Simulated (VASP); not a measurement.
# NaI (Fm-3m) in VASP: further runs, part 3 of 3

VASP 6.6.1. The steps go on from the part before.

**5. Single point, PBE (volume changed by +5%)**

The input, INCAR:

```
PREC = Accurate
ENCUT = 500
EDIFF = 1E-6
ISMEAR = 0
SIGMA = 0.01
LREAL = F
LASPH = T
NELM = 120
ALGO = Normal
ISIF = 2
LWAVE = F
LCHARG = F
GGA = PE
NBANDS = 14
GGA_COMPAT = F
```

The input, KPOINTS:

```
regular mesh
0
Gamma
  4 4 4
```

The input, POSCAR:

```
NaI
1.0
    0.0000000000      3.2826354310      3.2826354310
    3.2826354310      0.0000000000      3.2826354310
    3.2826354310      3.2826354310      0.0000000000
Na I
1 1
Direct
    0.0000000000      0.0000000000      0.0000000000
    0.5000000000      0.5000000000      0.5000000000
```

Potentials or basis: VASP PAW PBE potentials, release 64 (Na_pv, I).

Launch:

```sh
$ cat potpaw_PBE.64/Na_pv/POTCAR potpaw_PBE.64/I/POTCAR > POTCAR
$ mpirun -np 1 vasp_std > vasp.out
```

OUTCAR:

```text
PREC = Accurate
   ENCUT = 500
   EDIFF = 1E-6
   ISMEAR = 0
   LREAL = F
   LASPH = T
   NELM = 120
   ISIF = 2
   GGA = PE

 ion  position               nearest neighbor table
   1  0.000  0.000  0.000-
   2  0.500  0.500  0.500-

  LATTYP: Found a face centered cubic cell.
 ALAT       =     6.5652708620

  Lattice vectors:

 A1 = (   0.0000000000,   3.2826354310,   3.2826354310)
 A2 = (   3.2826354310,   0.0000000000,   3.2826354310)
 A3 = (   3.2826354310,   3.2826354310,   0.0000000000)

Analysis of symmetry for initial positions (statically):
=====================================================================
 Subroutine PRICEL returns:
 Original cell was already a primitive cell.

 Routine SETGRP: Setting up the symmetry group for a
 face centered cubic supercell.

 Subroutine GETGRP returns: Found 48 space group operations
 (whereof 48 operations were pure point group operations)
 out of a pool of 48 trial point group operations.

The static configuration has the point symmetry O_h .

Analysis of symmetry for dynamics (positions and initial velocities):
=====================================================================
 Subroutine PRICEL returns:
 Original cell was already a primitive cell.

 Routine SETGRP: Setting up the symmetry group for a
 face centered cubic supercell.

 Subroutine GETGRP returns: Found 48 space group operations
 (whereof 48 operations were pure point group operations)
 out of a pool of 48 trial point group operations.

The dynamic configuration has the point symmetry O_h .

 Subroutine INISYM returns: Found 48 space group operations
 (whereof 48 operations are pure point group operations),
 and found     1 'primitive' translations

----------------------------------------------------------------------------------------

                                     Primitive cell

  volume of cell :      70.7454

  direct lattice vectors                    reciprocal lattice vectors
     0.000000000  3.282635431  3.282635431    -0.152316640  0.152316640  0.152316640
     3.282635431  0.000000000  3.282635431     0.152316640 -0.152316640  0.152316640
     3.282635431  3.282635431  0.000000000     0.152316640  0.152316640 -0.152316640

  length of vectors
     4.642347547  4.642347547  4.642347547     0.263820160  0.263820160  0.263820160

  position of ions in fractional coordinates (direct lattice)
     0.000000000  0.000000000  0.000000000
     0.500000000  0.500000000  0.500000000

  ion indices of the primitive-cell ions
   primitive index   ion index
                 1           1
                 2           2

----------------------------------------------------------------------------------------

 KPOINTS: regular mesh

Automatic generation of k-mesh.
 Grid dimensions read from file:
 generate k-points for:    4    4    4

 Generating k-lattice:

  Cartesian coordinates                     Fractional coordinates (reciprocal lattice)
    -0.038079160  0.038079160  0.038079160     0.250000000  0.000000000  0.000000000
     0.038079160 -0.038079160  0.038079160     0.000000000  0.250000000  0.000000000
     0.038079160  0.038079160 -0.038079160     0.000000000  0.000000000  0.250000000

  Length of vectors
     0.065955040  0.065955040  0.065955040

  Shift w.r.t. Gamma in fractional coordinates (k-lattice)
     0.000000000  0.000000000  0.000000000

 Subroutine IBZKPT returns following result:
 ===========================================

 Found      8 irreducible k-points:

 Following reciprocal coordinates:
            Coordinates               Weight
  0.000000  0.000000  0.000000      1.000000
  0.250000  0.000000  0.000000      8.000000
  0.500000  0.000000  0.000000      4.000000
  0.250000  0.250000  0.000000      6.000000
  0.500000  0.250000  0.000000     24.000000
 -0.250000  0.250000  0.000000     12.000000
  0.500000  0.500000  0.000000      3.000000
 -0.250000  0.500000  0.250000      6.000000
   k-points           NKPTS =      8   k-points in BZ     NKDIM =      8   number of bands    NBANDS=     14
   number of dos      NEDOS =    301   number of ions     NIONS =      2
   total plane-waves  NPLWV =  46656
   dimension x,y,z NGX =    36 NGY =   36 NGZ =   36
   dimension x,y,z NGXF=    72 NGYF=   72 NGZF=   72
   ions per type =               1   1
   NGX,Y,Z   is equivalent  to a cutoff of  12.89, 12.89, 12.89 a.u.
   NGXF,Y,Z  is equivalent  to a cutoff of  25.78, 25.78, 25.78 a.u.
 SYSTEM =  unknown system
   PREC   = accura    normal or accurate (medium, high low for compatibility)
   ISTART =      0    job   : 0-new  1-cont  2-samecut
   ICHARG =      2    charge: 1-file 2-atom 10-const
   ISPIN  =      1    spin polarized calculation?
   LNONCOLLINEAR =      F non collinear calculations
   LSORBIT =      F    spin-orbit coupling
   LASPH  =      T    aspherical Exc in radial PAW
   ENCUT  =  500.0 eV  36.75 Ry    6.06 a.u.   8.46  8.46  8.46*2*pi/ulx,y,z
   NELM   =    120;   NELMIN=  2; NELMDL= -5     # of ELM steps
   EDIFF  = 0.1E-05   stopping-criterion for ELM
   LREAL  =      F    real-space projection
   EDIFFG = 0.1E-04   stopping-criterion for IOM
   NSW    =      0    number of steps for IOM
   IBRION =     -1    ionic relax: 0-MD 1-quasi-New 2-CG
   NFREE  =      0    steps in history (QN), initial steepest desc. (CG)
   ISIF   =      2    stress and relaxation
   ISYM   =      2    0-nonsym 1-usesym 2-fastsym
   POTIM  = 0.5000    time-step for ionic-motion
   TEBEG  =    0.0;   TEEND  =   0.0 temperature during run
   PSTRESS=    0.0 pullay stress
   NELECT =      14.0000    total number of electrons
   NUPDOWN=      -1.0000    fix difference up-down
   EMIN   =  10.00;   EMAX   =-10.00  energy-range for DOS
   EFERMI =   0.00;   METHOD = LEGACY
   ISMEAR =     0;   SIGMA  =   0.01  broadening in eV -4-tet -1-fermi 0-gaus
   EFERMI_NEDOS =   21; number of points for ismear=-14 and -15
   IALGO  =     38    algorithm
   IMIX   =      4    mixing-type and parameters
     AMIX     =   0.40;   BMIX     =  1.00
     AMIX_MAG =   1.60;   BMIX_MAG =  1.00
  volume/ion in A,a.u.               =      35.37       238.71
  Fermi-wavevector in a.u.,A,eV,Ry     =   0.954007  1.802812 12.383060  0.910129
  Thomas-Fermi vector in A             =   2.082714
   LORBIT       =      0    0 simple, 1 ext, 2 COOP (PROOUT), +10 PAW based schemes
   GGA     = PE    functional components
   LHFCALC =     F    Hartree Fock is set to
   AEXX    =    0.0000 exact exchange contribution
   IVDW    =     0    specifies the selected vdW correction
   LEPSILON=     F    determine dielectric tensor
   LRPA    =     F    only Hartree local field effects (RPA)
 non-spin polarized calculation
 Gauss-broadening in eV      SIGMA  =   0.01
  energy-cutoff  :      500.00
  volume of cell :       70.75
 maximum number of plane-waves:      1812
 NGX is ok and might be reduce to    36
   NGX = 17   NGY = 17   NGZ = 17

 number of electron      13.9999998 magnetization

 Free energy of the ion-electron system (eV)
  ---------------------------------------------------
  ext. energy  EPLUGINS =         0.00000000
  ---------------------------------------------------
  free energy    TOTEN  =        -5.38198228 eV

  energy without entropy =       -5.38198228  energy(sigma->0) =       -5.38198228

 E-fermi :   0.6439     XC(G=0):  -7.5325

 val. band max:        0.5238864586   @ k =   0.0000   0.0000   0.0000
 cond. band min:       4.0534731742   @ k =   0.0000   0.0000   0.0000
 fundamental gap:      3.5295867156
 Fermi energy:         0.6438844318

 k-point     1 :       0.0000    0.0000    0.0000
  band No.  band energies     occupation
      1     -21.9778      2.00000
      2     -21.9778      2.00000
      3     -21.9778      2.00000
      4     -10.3881      2.00000
      5       0.5239      2.00000
      6       0.5239      2.00000
      7       0.5239      2.00000
      8       4.0535      0.00000
      9       8.4478      0.00000
     10       8.4478      0.00000
     11       8.4478      0.00000
     12      10.1972      0.00000
     13      10.1972      0.00000
     14      10.9243      0.00000
[... 105 lines left out ...]
      1     -21.9801      2.00000
      2     -21.9801      2.00000
      3     -21.9793      2.00000
      4     -10.0370      2.00000
      5      -0.7778      2.00000
      6      -0.7778      2.00000
      7      -0.3378      2.00000
      8       6.2412      0.00000
      9       7.9480      0.00000
     10       7.9480      0.00000
     11       8.3247      0.00000
     12      12.2612      0.00000
     13      12.2612      0.00000
     14      12.9684      0.00000

------------------------ aborting loop because EDIFF is reached ----------------------------------------

  FORCE on cell =-STRESS in cart. coord.  units (eV):
  Direction    XX          YY          ZZ          XY          YZ          ZX
  --------------------------------------------------------------------------------------
  -------------------------------------------------------------------------------------
  Total       -0.0873889     -0.0873889     -0.0873889      0.0000000      0.0000000     -0.0000000
  in kB       -1.9791064     -1.9791064     -1.9791064      0.0000000      0.0000000     -0.0000000
  external PRESSURE =      -1.9791064 kB  Pullay stress =       0.0000000 kB

 VOLUME and BASIS-vectors are now :
 -----------------------------------------------------------------------------
  energy-cutoff  :      500.00
  volume of cell :       70.75
      direct lattice vectors                 reciprocal lattice vectors
     0.000000000  3.282635431  3.282635431    -0.152316640  0.152316640  0.152316640
     3.282635431  0.000000000  3.282635431     0.152316640 -0.152316640  0.152316640
     3.282635431  3.282635431  0.000000000     0.152316640  0.152316640 -0.152316640

 POSITION                                       TOTAL-FORCE (eV/Angst)
 -----------------------------------------------------------------------------------
      0.00000      0.00000      0.00000         0.000000      0.000000      0.000000
      3.28264      3.28264      3.28264        -0.000000     -0.000000     -0.000000
 -----------------------------------------------------------------------------------
    total drift:                                0.000000      0.000000      0.000000

  FREE ENERGIE OF THE ION-ELECTRON SYSTEM (eV)
  ---------------------------------------------------
  free  energy   TOTEN  =        -5.3819822771 eV

  energy  without entropy=       -5.3819822771  energy(sigma->0) =       -5.38198228
```

Wall time 4.7 s (1 thread of Intel Xeon 6975P-C (Granite Rapids), shared host); peak memory 0.19 GiB.

What came out:

| Quantity | Value |
| --- | --- |
| Free energy | -5.3820 eV |
| Pressure | -0.2 GPa |
| Band gap on the k mesh | 3.53 eV, direct |

Levels at points of the mesh, in eV from the valence-band top:
```csv
k point,band 3,band 4,band 5,band 6,band 7,band 8,band 9,band 10,band 11,band 12
"(0.00, 0.00, 0.00)",-22.50,-10.91,0.00,0.00,0.00,3.53,7.92,7.92,7.92,9.67
"(0.50, 0.00, 0.00)",-22.50,-10.64,-2.03,-0.26,-0.26,5.08,7.40,7.40,8.42,10.20
"(0.50, 0.50, 0.00)",-22.50,-10.57,-1.77,-0.69,-0.69,4.46,5.63,9.60,11.05,11.05
```

Caveat: spin-orbit coupling is left out, which moves the levels of the heavy elements.

**6. Single point, PBE (volume changed by +10%)**

The input, INCAR:

```
SYSTEM = NaI
PREC = Accurate ; ENCUT = 500
EDIFF = 1E-6 ; ISMEAR = 0
SIGMA = 0.01 ; LREAL = .False.
LASPH = .True. ; NELM = 120
ALGO = Normal ; ISIF = 2
LWAVE = .False. ; LCHARG = .False.
GGA = PE ; NBANDS = 14
GGA_COMPAT = .False.
```

The input, KPOINTS:

```
Automatic mesh
0
Gamma
  4 4 4
  0 0 0
```

The input, POSCAR:

```
NaI
1.0
    0.0000000000      3.3339348956      3.3339348956
    3.3339348956      0.0000000000      3.3339348956
    3.3339348956      3.3339348956      0.0000000000
Na I
1 1
Direct
    0.0000000000      0.0000000000      0.0000000000
    0.5000000000      0.5000000000      0.5000000000
```

Potentials or basis: VASP PAW PBE potentials, release 64 (Na_pv, I).

Launch:

```sh
$ cat potpaw_PBE.64/Na_pv/POTCAR potpaw_PBE.64/I/POTCAR > POTCAR
$ mpirun -np 1 vasp_std > vasp.out
```

It took 4.8 s on 1 thread of Intel Xeon 6975P-C (Granite Rapids), shared host; peak memory 0.19 GiB.

It converged, with:

```yaml
Free_energy: -5.3716 eV
Pressure: -0.8 GPa
Band_gap_on_the_k_mesh: 3.42 eV, direct
```

Levels at points of the mesh, in eV from the valence-band top:
| k point | band 4 | band 5 | band 6 | band 7 | band 8 | band 9 | band 10 | band 11 |
| --- | --- | --- | --- | --- | --- | --- | --- | --- |
| (0.00, 0.00, 0.00) | -10.81 | 0.00 | 0.00 | 0.00 | 3.42 | 7.91 | 7.91 | 7.91 |
| (0.50, 0.00, 0.00) | -10.57 | -1.88 | -0.23 | -0.23 | 5.06 | 7.36 | 7.36 | 8.09 |
| (0.50, 0.50, 0.00) | -10.51 | -1.63 | -0.63 | -0.63 | 4.41 | 5.70 | 9.32 | 10.77 |

Caveat: spin-orbit coupling is left out, which moves the levels of the heavy elements.

**7. Overview**

| cell | gap on the mesh (eV) | pressure (GPa) |
| --- | --- | --- |
| a = 4.410 Å, angles 60.0°, 2 atoms | 3.97 | 3.0 |
| a = 4.567 Å, angles 60.0°, 2 atoms | 3.66 | 0.6 |
| a = 4.490 Å, angles 60.0°, 2 atoms | 3.80 | 1.6 |
| a = 4.642 Å, angles 60.0°, 2 atoms | 3.53 | -0.2 |
| a = 4.715 Å, angles 60.0°, 2 atoms | 3.42 | -0.8 |

Alike in all rows: task single point; level PBE; potentials or basis VASP PAW PBE potentials, release 64 (Na_pv, I); no spin polarisation; k mesh 4 × 4 × 4; cutoff (eV) 500; smearing gaussian 0.01 eV.

Caveats: some runs use coarse meshes; spin-orbit coupling is left out, which moves the levels of the heavy elements.

Total energies depend on the potentials used, so only differences within one code and one set of settings carry meaning.
